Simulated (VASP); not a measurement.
# Bi (P-3m1) in VASP: further runs

The runs below take Bi through single point, relaxation of cell and atoms, with PBE.

Program: VASP 6.6.1. These are calculated values, not measurements. Logs are shortened: lines on timing, memory, paths and dates and some standing lists are left out, and cuts for length are marked.

## 1. The cell of the first run

Symmetry: P-3m1, No. 164, trigonal system. Conventional cell: a = 5.319 Å, b = 5.319 Å, c = 3.502 Å, α = 90.00°, β = 90.00°, γ = 120.00°. Within 4.1 Å of Bi (site symmetry 3m) lie 5 Bi at 3.10 to 3.50 Å.

The cell was built from a structure type or drawn by symmetry, and may not be a known phase.

## 2. Single point, PBE

The input, INCAR:

```
PREC = Accurate ; ENCUT = 520
EDIFF = 1E-6 ; ISMEAR = 0
SIGMA = 0.1 ; LREAL = F
LASPH = T ; NELM = 60
ALGO = Fast ; ISIF = 2
LWAVE = F ; LCHARG = F
GGA = PE ; NBANDS = 22
```

The input, KPOINTS:

```
Automatic mesh
0
Gamma
  3 3 4
```

The input, POSCAR:

```
Bi
1.0
    5.3193804522      0.0000000026      0.0000000000
   -2.6596902283      4.6067186027      0.0000000000
    0.0000000000      0.0000000000      3.5019859055
Bi
2
Direct
    0.3333333333      0.6666666667      0.5627707478
    0.6666666667      0.3333333333      0.4372292522
```

Potentials or basis: VASP PAW PBE potentials, release 64 (Bi_d).

Run with:

```sh
$ cat potpaw_PBE.64/Bi_d/POTCAR > POTCAR
$ mpirun -np 1 vasp_std > vasp.out
```

OUTCAR:

```text
PREC = Accurate
   ENCUT = 520
   EDIFF = 1E-6
   ISMEAR = 0
   LREAL = F
   LASPH = T
   NELM = 60
   ISIF = 2
   GGA = PE

 ion  position               nearest neighbor table
   1  0.333  0.667  0.563-   2 3.10   2 3.10   2 3.10
   2  0.667  0.333  0.437-   1 3.10   1 3.10   1 3.10

  LATTYP: Found a hexagonal cell.
 ALAT       =     5.3193804522
 C/A-ratio  =     0.6583446958

  Lattice vectors:

 A1 = (   5.3193804522,   0.0000000026,   0.0000000000)
 A2 = (  -2.6596902283,   4.6067186027,   0.0000000000)
 A3 = (   0.0000000000,   0.0000000000,   3.5019859055)

Analysis of symmetry for initial positions (statically):
=====================================================================
 Subroutine PRICEL returns:
 Original cell was already a primitive cell.

 Routine SETGRP: Setting up the symmetry group for a
 hexagonal supercell.

 Subroutine GETGRP returns: Found 12 space group operations
 (whereof 12 operations were pure point group operations)
 out of a pool of 24 trial point group operations.

The static configuration has the point symmetry D_3d.

Analysis of symmetry for dynamics (positions and initial velocities):
=====================================================================
 Subroutine PRICEL returns:
 Original cell was already a primitive cell.

 Routine SETGRP: Setting up the symmetry group for a
 hexagonal supercell.

 Subroutine GETGRP returns: Found 12 space group operations
 (whereof 12 operations were pure point group operations)
 out of a pool of 24 trial point group operations.

The dynamic configuration has the point symmetry D_3d.

 Subroutine INISYM returns: Found 12 space group operations
 (whereof 12 operations are pure point group operations),
 and found     1 'primitive' translations

----------------------------------------------------------------------------------------

                                     Primitive cell

  volume of cell :      85.8158

  direct lattice vectors                    reciprocal lattice vectors
     5.319380452  0.000000003  0.000000000     0.187991818  0.108537127  0.000000000
    -2.659690228  4.606718603  0.000000000    -0.000000000  0.217074253  0.000000000
     0.000000000  0.000000000  3.501985906     0.000000000  0.000000000  0.285552263

  length of vectors
     5.319380452  5.319380452  3.501985906     0.217074253  0.217074253  0.285552263

  position of ions in fractional coordinates (direct lattice)
     0.333333333  0.666666667  0.562770748
     0.666666667  0.333333333  0.437229252

  ion indices of the primitive-cell ions
   primitive index   ion index
                 1           1
                 2           2

----------------------------------------------------------------------------------------

 KPOINTS: Automatic mesh

Automatic generation of k-mesh.
 Grid dimensions read from file:
 generate k-points for:    3    3    4

 Generating k-lattice:

  Cartesian coordinates                     Fractional coordinates (reciprocal lattice)
     0.062663939  0.036179042  0.000000000     0.333333333  0.000000000  0.000000000
    -0.000000000  0.072358084  0.000000000     0.000000000  0.333333333  0.000000000
     0.000000000  0.000000000  0.071388066     0.000000000  0.000000000  0.250000000

  Length of vectors
     0.072358084  0.072358084  0.071388066

  Shift w.r.t. Gamma in fractional coordinates (k-lattice)
     0.000000000  0.000000000  0.000000000

 Subroutine IBZKPT returns following result:
 ===========================================

 Found     10 irreducible k-points:

 Following reciprocal coordinates:
            Coordinates               Weight
  0.000000  0.000000  0.000000      1.000000
  0.333333  0.000000  0.000000      6.000000
  0.333333  0.333333  0.000000      2.000000
  0.000000  0.000000  0.250000      2.000000
  0.333333  0.000000  0.250000      6.000000
  0.000000  0.333333  0.250000      6.000000
  0.333333  0.333333  0.250000      4.000000
  0.000000  0.000000  0.500000      1.000000
  0.333333  0.000000  0.500000      6.000000
  0.333333  0.333333  0.500000      2.000000
   k-points           NKPTS =     10   k-points in BZ     NKDIM =     10   number of bands    NBANDS=     22
   number of dos      NEDOS =    301   number of ions     NIONS =      2
   total plane-waves  NPLWV =  44800
   dimension x,y,z NGX =    40 NGY =   40 NGZ =   28
   dimension x,y,z NGXF=    80 NGYF=   80 NGZF=   56
   ions per type =               2
   NGX,Y,Z   is equivalent  to a cutoff of  12.50, 12.50, 13.29 a.u.
   NGXF,Y,Z  is equivalent  to a cutoff of  25.00, 25.00, 26.58 a.u.
 SYSTEM =  unknown system
   PREC   = accura    normal or accurate (medium, high low for compatibility)
   ISTART =      0    job   : 0-new  1-cont  2-samecut
   ICHARG =      2    charge: 1-file 2-atom 10-const
   ISPIN  =      1    spin polarized calculation?
   LNONCOLLINEAR =      F non collinear calculations
   LSORBIT =      F    spin-orbit coupling
   LASPH  =      T    aspherical Exc in radial PAW
   ENCUT  =  520.0 eV  38.22 Ry    6.18 a.u.   9.89  9.89  6.51*2*pi/ulx,y,z
   NELM   =     60;   NELMIN=  2; NELMDL= -5     # of ELM steps
   EDIFF  = 0.1E-05   stopping-criterion for ELM
   LREAL  =      F    real-space projection
   EDIFFG = 0.1E-04   stopping-criterion for IOM
   NSW    =      0    number of steps for IOM
   IBRION =     -1    ionic relax: 0-MD 1-quasi-New 2-CG
   NFREE  =      0    steps in history (QN), initial steepest desc. (CG)
   ISIF   =      2    stress and relaxation
   ISYM   =      2    0-nonsym 1-usesym 2-fastsym
   POTIM  = 0.5000    time-step for ionic-motion
   TEBEG  =    0.0;   TEEND  =   0.0 temperature during run
   PSTRESS=    0.0 pullay stress
   NELECT =      30.0000    total number of electrons
   NUPDOWN=      -1.0000    fix difference up-down
   EMIN   =  10.00;   EMAX   =-10.00  energy-range for DOS
   EFERMI =   0.00;   METHOD = LEGACY
   ISMEAR =     0;   SIGMA  =   0.10  broadening in eV -4-tet -1-fermi 0-gaus
   EFERMI_NEDOS =   21; number of points for ismear=-14 and -15
   IALGO  =     68    algorithm
   IMIX   =      4    mixing-type and parameters
     AMIX     =   0.40;   BMIX     =  1.00
     AMIX_MAG =   1.60;   BMIX_MAG =  1.00
  volume/ion in A,a.u.               =      42.91       289.56
  Fermi-wavevector in a.u.,A,eV,Ry     =   1.153257  2.179340 18.095781  1.330002
  Thomas-Fermi vector in A             =   2.289903
   LORBIT       =      0    0 simple, 1 ext, 2 COOP (PROOUT), +10 PAW based schemes
   GGA     = PE    functional components
   LHFCALC =     F    Hartree Fock is set to
   AEXX    =    0.0000 exact exchange contribution
   IVDW    =     0    specifies the selected vdW correction
   LEPSILON=     F    determine dielectric tensor
   LRPA    =     F    only Hartree local field effects (RPA)
 non-spin polarized calculation
 RMM-DIIS sequential band-by-band and
 Gauss-broadening in eV      SIGMA  =   0.10
  energy-cutoff  :      520.00
  volume of cell :       85.82
 maximum number of plane-waves:      2328
 NGX is ok and might be reduce to    40
   NGX = 19   NGY = 19   NGZ = 13

 number of electron      29.9999998 magnetization

 Free energy of the ion-electron system (eV)
  ---------------------------------------------------
  ext. energy  EPLUGINS =         0.00000000
  ---------------------------------------------------
  free energy    TOTEN  =        -7.51079368 eV

  energy without entropy =       -7.51063468  energy(sigma->0) =       -7.51071418

 E-fermi :   4.7033     XC(G=0):  -8.4398

 val. band max:        4.4932889059   @ k =   0.3333   0.3333   0.0000
 cond. band min:       4.9289599618   @ k =   0.0000   0.3333   0.2500
 fundamental gap:      0.4356710559
 Fermi energy:         4.7032649125

 k-point     1 :       0.0000    0.0000    0.0000
  band No.  band energies     occupation
      1     -18.3939      2.00000
      2     -18.3460      2.00000
      3     -18.3460      2.00000
      4     -18.2761      2.00000
      5     -18.2761      2.00000
      6     -18.2524      2.00000
[... 14 lines left out ...]
     21      15.4662      0.00000
     22      15.6406      0.00000

 k-point     2 :       0.3333    0.0000    0.0000
  band No.  band energies     occupation
      1     -18.4062      2.00000
      2     -18.3943      2.00000
      3     -18.3844      2.00000
      4     -18.2652      2.00000
      5     -18.2619      2.00000
      6     -18.2311      2.00000
[... 14 lines left out ...]
     21      12.8424      0.00000
     22      13.1104      0.00000

 k-point     3 :       0.3333    0.3333    0.0000
  band No.  band energies     occupation
      1     -18.4387      2.00000
      2     -18.3902      2.00000
      3     -18.3902      2.00000
      4     -18.2646      2.00000
      5     -18.2309      2.00000
      6     -18.2309      2.00000
[... 14 lines left out ...]
     21      12.1337      0.00000
     22      14.0657      0.00000

 k-point     4 :       0.0000    0.0000    0.2500
  band No.  band energies     occupation
      1     -18.3474      2.00000
      2     -18.3474      2.00000
      3     -18.3293      2.00000
      4     -18.2984      2.00000
      5     -18.2984      2.00000
      6     -18.1844      2.00000
[... 14 lines left out ...]
     21      11.6636      0.00000
     22      13.5857      0.00000

 k-point     5 :       0.3333    0.0000    0.2500
  band No.  band energies     occupation
      1     -18.3931      2.00000
      2     -18.3886      2.00000
      3     -18.3386      2.00000
      4     -18.2903      2.00000
      5     -18.2638      2.00000
      6     -18.2245      2.00000
[... 14 lines left out ...]
     21      12.3856      0.00000
     22      13.2195      0.00000

 k-point     6 :       0.0000    0.3333    0.2500
  band No.  band energies     occupation
      1     -18.3933      2.00000
      2     -18.3872      2.00000
      3     -18.3396      2.00000
      4     -18.2910      2.00000
      5     -18.2670      2.00000
      6     -18.2204      2.00000
[... 14 lines left out ...]
     21      11.6269      0.00000
     22      13.1947      0.00000

 k-point     7 :       0.3333    0.3333    0.2500
  band No.  band energies     occupation
      1     -18.4359      2.00000
      2     -18.3556      2.00000
      3     -18.3556      2.00000
      4     -18.2917      2.00000
      5     -18.2429      2.00000
      6     -18.2429      2.00000
[... 14 lines left out ...]
     21      13.7460      0.00000
     22      13.7461      0.00000

 k-point     8 :       0.0000    0.0000    0.5000
  band No.  band energies     occupation
      1     -18.3495      2.00000
      2     -18.3495      2.00000
      3     -18.3215      2.00000
      4     -18.3215      2.00000
      5     -18.2647      2.00000
      6     -18.1973      2.00000
[... 14 lines left out ...]
     21      10.7026      0.00000
     22      11.2611      0.00000

 k-point     9 :       0.3333    0.0000    0.5000
  band No.  band energies     occupation
      1     -18.3925      2.00000
      2     -18.3797      2.00000
      3     -18.3157      2.00000
      4     -18.3121      2.00000
      5     -18.2718      2.00000
      6     -18.2283      2.00000
[... 14 lines left out ...]
     21      11.9300      0.00000
     22      13.0614      0.00000

 k-point    10 :       0.3333    0.3333    0.5000
  band No.  band energies     occupation
      1     -18.4332      2.00000
      2     -18.3337      2.00000
      3     -18.3337      2.00000
      4     -18.3183      2.00000
      5     -18.2593      2.00000
      6     -18.2593      2.00000
[... 14 lines left out ...]
     21      11.7373      0.00000
     22      11.7373      0.00000

------------------------ aborting loop because EDIFF is reached ----------------------------------------

  FORCE on cell =-STRESS in cart. coord.  units (eV):
  Direction    XX          YY          ZZ          XY          YZ          ZX
  --------------------------------------------------------------------------------------
  -------------------------------------------------------------------------------------
  Total        0.0116114      0.0116114     -0.1025228      0.0000000      0.0000000     -0.0000000
  in kB        0.2167849      0.2167849     -1.9140974      0.0000000      0.0000000     -0.0000000
  external PRESSURE =      -0.4935092 kB  Pullay stress =       0.0000000 kB

 VOLUME and BASIS-vectors are now :
 -----------------------------------------------------------------------------
  energy-cutoff  :      520.00
  volume of cell :       85.82
      direct lattice vectors                 reciprocal lattice vectors
     5.319380452  0.000000003  0.000000000     0.187991818  0.108537127  0.000000000
    -2.659690228  4.606718603  0.000000000    -0.000000000  0.217074253  0.000000000
     0.000000000  0.000000000  3.501985906     0.000000000  0.000000000  0.285552263

 POSITION                                       TOTAL-FORCE (eV/Angst)
 -----------------------------------------------------------------------------------
     -0.00000      3.07115      1.97082        -0.000000     -0.000000      0.010290
      2.65969      1.53557      1.53117         0.000000      0.000000     -0.010290
 -----------------------------------------------------------------------------------
    total drift:                                0.000000     -0.000000      0.000000

  FREE ENERGIE OF THE ION-ELECTRON SYSTEM (eV)
  ---------------------------------------------------
  free  energy   TOTEN  =        -7.5107936811 eV

  energy  without entropy=       -7.5106346788  energy(sigma->0) =       -7.51071418
```

It took 8.6 s on 1 thread of Intel Xeon 6975P-C (Granite Rapids), shared host; peak memory 0.19 GiB.

Results:

```
Free energy            : -7.5108 eV
Pressure               : 0.0 GPa
Largest force          : 0.010 eV/Å
Band gap on the k mesh : zero (bands 15 and 16 overlap by 2.01 eV)
```

Forces on the atoms (eV/Å):
```
Bi   0.000  0.000  0.010
Bi   0.000  0.000 -0.010
```

Caveat: the k points lie up to 0.45 Å⁻¹ apart, too coarse for converged energies and pressures of a metal; spin-orbit coupling is left out, which moves the levels of the heavy elements.

## 3. Single point, PBE

This run uses another cell than the first one, of 61.41 Å³/atom.

The input, INCAR:

```
ALGO = Normal
EDIFF = 1E-6
ENCUT = 520
GGA = PE
ISIF = 2
ISMEAR = 0
LASPH = T
LCHARG = F
LREAL = F
LWAVE = F
NBANDS = 22
NELM = 80
PREC = Accurate
SIGMA = 0.1
```

The input, KPOINTS:

```
k-points
0
Gamma
  3 3 4
```

The input, POSCAR:

```
Bi
1.0
    5.9669200500      0.0000000000      0.0000000000
   -2.9834600300      5.1675043500      0.0000000000
    0.0000000000      0.0000000000      3.9833359300
Bi
2
Direct
    0.3333333300      0.6666666700      0.5579998900
    0.6666666700      0.3333333300      0.4420001100
```

Potentials or basis: VASP PAW PBE potentials, release 64 (Bi_d).

Run with:

```sh
$ cat potpaw_PBE.64/Bi_d/POTCAR > POTCAR
$ mpirun -np 1 vasp_std > vasp.out
```

OUTCAR:

```text
EDIFF = 1E-6
   ENCUT = 520
   GGA = PE
   ISIF = 2
   ISMEAR = 0
   LASPH = T
   LREAL = F
   NELM = 80
   PREC = Accurate

 ion  position               nearest neighbor table
   1  0.333  0.667  0.558-   2 3.48   2 3.48   2 3.48
   2  0.667  0.333  0.442-   1 3.48   1 3.48   1 3.48

  LATTYP: Found a hexagonal cell.
 ALAT       =     5.9669200500
 C/A-ratio  =     0.6675698512

  Lattice vectors:
[... 419 lines left out ...]
     21       8.3545      0.00000
     22       8.3545      0.00000

------------------------ aborting loop because EDIFF is reached ----------------------------------------

  FORCE on cell =-STRESS in cart. coord.  units (eV):
  Direction    XX          YY          ZZ          XY          YZ          ZX
  --------------------------------------------------------------------------------------
  -------------------------------------------------------------------------------------
  Total       -4.4738605     -4.4738605     -3.5318726      0.0000000      0.0000000      0.0000000
  in kB      -58.3599646    -58.3599647    -46.0720577      0.0000001      0.0000000      0.0000000
  external PRESSURE =     -54.2639957 kB  Pullay stress =       0.0000000 kB

 VOLUME and BASIS-vectors are now :
 -----------------------------------------------------------------------------
  energy-cutoff  :      520.00
  volume of cell :      122.82
      direct lattice vectors                 reciprocal lattice vectors
     5.966920050  0.000000000  0.000000000     0.167590648  0.096758506  0.000000000
    -2.983460030  5.167504350  0.000000000     0.000000000  0.193517012  0.000000000
     0.000000000  0.000000000  3.983335930     0.000000000  0.000000000  0.251045861

 POSITION                                       TOTAL-FORCE (eV/Angst)
 -----------------------------------------------------------------------------------
     -0.00000      3.44500      2.22270         0.000000     -0.000000     -0.216324
      2.98346      1.72250      1.76063        -0.000000      0.000000      0.216324
 -----------------------------------------------------------------------------------
    total drift:                                0.000000      0.000000      0.000000

  FREE ENERGIE OF THE ION-ELECTRON SYSTEM (eV)
  ---------------------------------------------------
  free  energy   TOTEN  =        -6.6534686655 eV

  energy  without entropy=       -6.6530538098  energy(sigma->0) =       -6.65326124
```

OSZICAR:

```text
N       E                     dE             d eps       ncg     rms          rms(c)
DAV:   1     0.296065331188E+03    0.29607E+03   -0.15543E+04   456   0.137E+03
DAV:   2     0.183149062646E+02   -0.27775E+03   -0.27124E+03   470   0.379E+02
DAV:   3    -0.576182636749E+01   -0.24077E+02   -0.23797E+02   518   0.135E+02
DAV:   4    -0.661386925263E+01   -0.85204E+00   -0.85136E+00   564   0.285E+01
DAV:   5    -0.664696610949E+01   -0.33097E-01   -0.33096E-01   606   0.506E+00    0.870E-01
DAV:   6    -0.664819609004E+01   -0.12300E-02   -0.22730E-02   576   0.140E+00    0.560E-01
DAV:   7    -0.665307474192E+01   -0.48787E-02   -0.22056E-02   512   0.138E+00    0.115E-01
DAV:   8    -0.665332857164E+01   -0.25383E-03   -0.33012E-03   512   0.704E-01    0.330E-02
DAV:   9    -0.665339800433E+01   -0.69433E-04   -0.15752E-04   478   0.134E-01    0.152E-02
DAV:  10    -0.665345934271E+01   -0.61338E-04   -0.81449E-05   516   0.455E-02    0.655E-03
DAV:  11    -0.665346485304E+01   -0.55103E-05   -0.59103E-06   456   0.260E-02    0.266E-03
DAV:  12    -0.665346857007E+01   -0.37170E-05   -0.48161E-06   372   0.112E-02    0.704E-04
DAV:  13    -0.665346866548E+01   -0.95416E-07   -0.14648E-07   370   0.477E-03
   1 F= -.66534687E+01 E0= -.66532612E+01  d E =-.414856E-03
```

Run time: 12 s. Hardware: 1 thread of Intel Xeon 6975P-C (Granite Rapids), shared host; peak memory 0.24 GiB.

What came out:

- Free energy: -6.6535 eV
- Pressure: -5.4 GPa
- Largest force: 0.216 eV/Å
- Band gap on the k mesh: zero (bands 15 and 16 overlap by 1.59 eV)

Forces on the atoms (eV/Å):
```
Bi   0.000  0.000 -0.216
Bi   0.000  0.000  0.216
```

Stress tensor (GPa, compression positive):
```
-5.84  0.00  0.00
 0.00 -5.84  0.00
 0.00  0.00 -4.61
```

Caveat: the k points lie up to 0.41 Å⁻¹ apart, too coarse for converged energies and pressures of a metal; spin-orbit coupling is left out, which moves the levels of the heavy elements.

(Part 1 of 2 ends here.)
